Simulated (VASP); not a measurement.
# GaN (F-43m) in VASP: dielectric tensor with r2SCAN

Aim: the dielectric tensor of GaN with r2SCAN.

Everything below comes from runs of VASP 6.6.1. Logs are shortened: lines on timing, memory, paths and dates and some standing lists are left out, and cuts for length are marked.

## (1) The cell of the first run

The structure is cubic, space group F-43m (No. 216). Conventional cell: a = 4.498 Å, b = 4.498 Å, c = 4.498 Å, α = 90.00°, β = 90.00°, γ = 90.00°. Ga (site symmetry -43m) has 4 N at 1.95 Å within 2.6 Å. N (site symmetry -43m) has 4 Ga at 1.95 Å within 2.6 Å.

## (2) Dielectric tensor, r2SCAN

File INCAR:

```
ALGO     = Normal         # electronic algorithm
EDIFF    = 1E-8           # SCF threshold, eV
ENCUT    = 520            # plane-wave cutoff, eV
ISIF     = 2              # what is computed and relaxed
ISMEAR   = 0              # smearing method
LASPH    = True           # aspherical terms in the spheres
LCALCEPS = True         
LCHARG   = False          # write CHGCAR
LMIXTAU  = True         
LREAL    = False          # projectors in reciprocal space
LWAVE    = False          # write WAVECAR
METAGGA  = R2SCAN         # meta-GGA
NELM     = 60             # most SCF steps
PREC     = Accurate       # precision mode
SIGMA    = 0.01           # smearing width, eV
```

File KPOINTS:

```
k-points
0
Gamma
  8 8 8
```

File POSCAR:

```
GaN
1.0
    0.0000000000      2.2489526566      2.2489526566
    2.2489526566      0.0000000000      2.2489526566
    2.2489526566      2.2489526566      0.0000000000
Ga N
1 1
Direct
    0.0000000000      0.0000000000      0.0000000000
    0.2500000000      0.2500000000      0.2500000000
```

Potentials or basis: VASP PAW PBE potentials, release 64 (Ga_d, N).

Started as:

```console
> cat potpaw_PBE.64/Ga_d/POTCAR potpaw_PBE.64/N/POTCAR > POTCAR
> mpirun -np 1 vasp_std > vasp.out
```

OUTCAR:

```text
EDIFF = 1E-8
   ENCUT = 520
   ISIF = 2
   ISMEAR = 0
   LASPH = True
   LREAL = False
   METAGGA = R2SCAN
   NELM = 60
   PREC = Accurate

 ion  position               nearest neighbor table
   1  0.000  0.000  0.000-   2 1.95   2 1.95   2 1.95   2 1.95
   2  0.250  0.250  0.250-   1 1.95   1 1.95   1 1.95   1 1.95

  LATTYP: Found a face centered cubic cell.
 ALAT       =     4.4979053132

  Lattice vectors:

 A1 = (   0.0000000000,   2.2489526566,   2.2489526566)
 A2 = (   2.2489526566,   0.0000000000,   2.2489526566)
 A3 = (   2.2489526566,   2.2489526566,   0.0000000000)

Analysis of symmetry for initial positions (statically):
=====================================================================
 Subroutine PRICEL returns:
 Original cell was already a primitive cell.

 Routine SETGRP: Setting up the symmetry group for a
 face centered cubic supercell.

 Subroutine GETGRP returns: Found 24 space group operations
 (whereof 24 operations were pure point group operations)
 out of a pool of 48 trial point group operations.

The static configuration has the point symmetry T_d .

Analysis of symmetry for dynamics (positions and initial velocities):
=====================================================================
 Subroutine PRICEL returns:
 Original cell was already a primitive cell.

 Routine SETGRP: Setting up the symmetry group for a
 face centered cubic supercell.

 Subroutine GETGRP returns: Found 24 space group operations
 (whereof 24 operations were pure point group operations)
 out of a pool of 48 trial point group operations.

The dynamic configuration has the point symmetry T_d .

 Subroutine INISYM returns: Found 24 space group operations
 (whereof 24 operations are pure point group operations),
 and found     1 'primitive' translations

----------------------------------------------------------------------------------------

                                     Primitive cell

  volume of cell :      22.7495

  direct lattice vectors                    reciprocal lattice vectors
     0.000000000  2.248952657  2.248952657    -0.222325712  0.222325712  0.222325712
     2.248952657  0.000000000  2.248952657     0.222325712 -0.222325712  0.222325712
     2.248952657  2.248952657  0.000000000     0.222325712  0.222325712 -0.222325712

  length of vectors
     3.180499348  3.180499348  3.180499348     0.385079429  0.385079429  0.385079429

  position of ions in fractional coordinates (direct lattice)
     0.000000000  0.000000000  0.000000000
     0.250000000  0.250000000  0.250000000

  ion indices of the primitive-cell ions
   primitive index   ion index
                 1           1
                 2           2

----------------------------------------------------------------------------------------

 KPOINTS: k-points

Automatic generation of k-mesh.
 Grid dimensions read from file:
 generate k-points for:    8    8    8

 Generating k-lattice:

  Cartesian coordinates                     Fractional coordinates (reciprocal lattice)
    -0.027790714  0.027790714  0.027790714     0.125000000  0.000000000  0.000000000
     0.027790714 -0.027790714  0.027790714     0.000000000  0.125000000  0.000000000
     0.027790714  0.027790714 -0.027790714     0.000000000  0.000000000  0.125000000

  Length of vectors
     0.048134929  0.048134929  0.048134929

  Shift w.r.t. Gamma in fractional coordinates (k-lattice)
     0.000000000  0.000000000  0.000000000

 Subroutine IBZKPT returns following result:
 ===========================================

 Found     29 irreducible k-points:

 Following reciprocal coordinates:
            Coordinates               Weight
  0.000000  0.000000  0.000000      1.000000
  0.125000  0.000000  0.000000      8.000000
  0.250000  0.000000  0.000000      8.000000
[... 32 lines left out ...]
   ISTART =      0    job   : 0-new  1-cont  2-samecut
   ICHARG =      2    charge: 1-file 2-atom 10-const
   ISPIN  =      1    spin polarized calculation?
   LNONCOLLINEAR =      F non collinear calculations
   LSORBIT =      F    spin-orbit coupling
   LASPH  =      T    aspherical Exc in radial PAW
   ENCUT  =  520.0 eV  38.22 Ry    6.18 a.u.   5.91  5.91  5.91*2*pi/ulx,y,z
   NELM   =     60;   NELMIN=  2; NELMDL= -5     # of ELM steps
   EDIFF  = 0.1E-07   stopping-criterion for ELM
   LREAL  =      F    real-space projection
   EDIFFG = 0.1E-06   stopping-criterion for IOM
   NSW    =      0    number of steps for IOM
   IBRION =     -1    ionic relax: 0-MD 1-quasi-New 2-CG
   NFREE  =      0    steps in history (QN), initial steepest desc. (CG)
   ISIF   =      2    stress and relaxation
   ISYM   =      2    0-nonsym 1-usesym 2-fastsym
   POTIM  = 0.5000    time-step for ionic-motion
   TEBEG  =    0.0;   TEEND  =   0.0 temperature during run
   PSTRESS=    0.0 pullay stress
   NELECT =      18.0000    total number of electrons
   NUPDOWN=      -1.0000    fix difference up-down
   EMIN   =  10.00;   EMAX   =-10.00  energy-range for DOS
   EFERMI =   0.00;   METHOD = LEGACY
   ISMEAR =     0;   SIGMA  =   0.01  broadening in eV -4-tet -1-fermi 0-gaus
   EFERMI_NEDOS =   21; number of points for ismear=-14 and -15
   IALGO  =     38    algorithm
   IMIX   =      4    mixing-type and parameters
     AMIX     =   0.40;   BMIX     =  1.00
     AMIX_MAG =   1.60;   BMIX_MAG =  1.00
  volume/ion in A,a.u.               =      11.37        76.76
  Fermi-wavevector in a.u.,A,eV,Ry     =   1.514172  2.861371 31.194327  2.292718
  Thomas-Fermi vector in A             =   2.623866
   LORBIT       =      0    0 simple, 1 ext, 2 COOP (PROOUT), +10 PAW based schemes
   METAGGA = R2SCAN    functional components
   LHFCALC =     F    Hartree Fock is set to
   AEXX    =    0.0000 exact exchange contribution
   IVDW    =     0    specifies the selected vdW correction
   LEPSILON=     F    determine dielectric tensor
   LRPA    =     F    only Hartree local field effects (RPA)
   LRPA       =     F
 non-spin polarized calculation
 Gauss-broadening in eV      SIGMA  =   0.01
  energy-cutoff  :      520.00
  volume of cell :       22.75
 maximum number of plane-waves:       620
   NGX = 11   NGY = 11   NGZ = 11

 Total electronic dipole moment: p[elc]=(    -0.00019    -0.00019    -0.00020 ) |e| Angst

 number of electron      18.0000009 magnetization

 Free energy of the ion-electron system (eV)
  ---------------------------------------------------
  ext. energy  EPLUGINS =         0.00000000
  ---------------------------------------------------
  free energy    TOTEN  =       -21.89607370 eV

  energy without entropy =      -21.89607370  energy(sigma->0) =      -21.89607370

 E-fermi :   5.1376     XC(G=0): -12.6704

 val. band max:        5.0830825867   @ k =   0.0000   0.0000   0.0000
 cond. band min:   10000.0000000000   @ k =   0.0000   0.0000   0.0000
 fundamental gap:   9994.9169174133
 Fermi energy:         5.1376279122

 k-point     1 :       0.0000    0.0000    0.0000
  band No.  band energies     occupation
      1     -11.7001      2.00000
      2      -8.7531      2.00000
      3      -8.7527      2.00000
      4      -8.7523      2.00000
      5      -8.3955      2.00000
      6      -8.3955      2.00000
      7       5.0829      2.00000
      8       5.0830      2.00000
      9       5.0831      2.00000
     10   10000.0000      0.00000
     11   10000.0000      0.00000
     12   10000.0000      0.00000
     13   10000.0000      0.00000
[... 354 lines left out ...]
  band No.  band energies     occupation
      1     -10.5862      2.00000
      2      -8.6319      2.00000
      3      -8.5714      2.00000
      4      -8.4185      2.00000
      5      -8.3635      2.00000
      6      -6.9748      2.00000
      7      -1.4682      2.00000
      8       2.0044      2.00000
      9       3.2560      2.00000
     10   10000.0000      0.00000
     11   10000.0000      0.00000
     12   10000.0000      0.00000
     13   10000.0000      0.00000

 [... further k-points ...]

------------------------ aborting loop because EDIFF is reached ----------------------------------------

            Ionic dipole moment: p[ion]=(     5.62238     5.62238     5.62238 ) |e| Angst

 Total electronic dipole moment: p[elc]=(    -0.00019    -0.00019     0.00535 ) |e| Angst

 MACROSCOPIC STATIC DIELECTRIC TENSOR (including local field effects)
 ------------------------------------------------------
           5.407180     0.000000     0.000000
           0.000000     5.407180     0.000000
           0.000000    -0.000000     5.407180
 ------------------------------------------------------

 PIEZOELECTRIC TENSOR (including local field effects) (e Angst)
          XX          YY          ZZ          XY          YZ          ZX
  --------------------------------------------------------------------------------
  x    -0.00000     0.00000     0.00000    -0.00000    -1.42405     0.00000
  y    -0.00000    -0.00000    -0.00000     0.00000    -0.00000    -1.42405
  z     0.00000     0.00000    -0.00000    -1.42405    -0.00000    -0.00000

 PIEZOELECTRIC TENSOR (including local field effects) (C/m^2)
          XX          YY          ZZ          XY          YZ          ZX
  --------------------------------------------------------------------------------
  x    -0.00000     0.00000     0.00000    -0.00000    -1.00292     0.00000
  y    -0.00000    -0.00000    -0.00000     0.00000    -0.00000    -1.00292
  z     0.00000     0.00000    -0.00000    -1.00292    -0.00000    -0.00000

 BORN EFFECTIVE CHARGES (including local field effects) (in |e|, cummulative output)
 ---------------------------------------------------------------------------------
 ion    1
    1     2.66513     0.00000     0.00000
    2    -0.00000     2.66513    -0.00000
    3    -0.00000    -0.00000     2.66513
 ion    2
    1    -2.66513    -0.00000    -0.00000
    2    -0.00000    -2.66513    -0.00000
    3    -0.00000    -0.00000    -2.66513

  FORCE on cell =-STRESS in cart. coord.  units (eV):
  Direction    XX          YY          ZZ          XY          YZ          ZX
  --------------------------------------------------------------------------------------
  -------------------------------------------------------------------------------------
  Total        0.1555247      0.1555247      0.1555247      0.0000000      0.0000000      0.0000000
  in kB       10.9531519     10.9531519     10.9531519      0.0000000      0.0000000      0.0000000
  external PRESSURE =      10.9531519 kB  Pullay stress =       0.0000000 kB

 VOLUME and BASIS-vectors are now :
 -----------------------------------------------------------------------------
  energy-cutoff  :      520.00
  volume of cell :       22.75
      direct lattice vectors                 reciprocal lattice vectors
     0.000000000  2.248952657  2.248952657    -0.222325712  0.222325712  0.222325712
     2.248952657  0.000000000  2.248952657     0.222325712 -0.222325712  0.222325712
     2.248952657  2.248952657  0.000000000     0.222325712  0.222325712 -0.222325712

 POSITION                                       TOTAL-FORCE (eV/Angst)
 -----------------------------------------------------------------------------------
      0.00000      0.00000      0.00000         0.000000      0.000000      0.000000
      1.12448      1.12448      1.12448        -0.000000     -0.000000     -0.000000
 -----------------------------------------------------------------------------------
    total drift:                                0.000008      0.000008      0.000008

  FREE ENERGIE OF THE ION-ELECTRON SYSTEM (eV)
  ---------------------------------------------------
  free  energy   TOTEN  =       -21.8960737014 eV

  energy  without entropy=      -21.8960737014  energy(sigma->0) =      -21.89607370
```

It took 13 min on 1 thread of Intel Xeon 6975P-C (Granite Rapids), shared host; peak memory 0.31 GiB.

Results:

```yaml
Band_gap_on_the_k_mesh: 2.16 eV
Electronic_dielectric_tensor_diagonal: 5.41
Born_charges_mean_of_the_diagonal: Ga +2.67; N -2.67 e
```

Electronic dielectric tensor:
```
5.41 0.00 0.00
0.00 5.41 0.00
0.00 0.00 5.41
```

Born effective charge tensors (e):
atom 1, Ga
```
2.67 0.00 0.00
0.00 2.67 0.00
0.00 0.00 2.67
```
atom 2, N
```
-2.67  0.00  0.00
 0.00 -2.67  0.00
 0.00  0.00 -2.67
```

Dipole moments of the cell (e·Å, modulo the quantum): ionic 5.622, 5.622, 5.622; electronic 0.000, 0.000, 0.005

Caveat: the PAW data sets were made with another functional, which shifts forces and pressure a little.
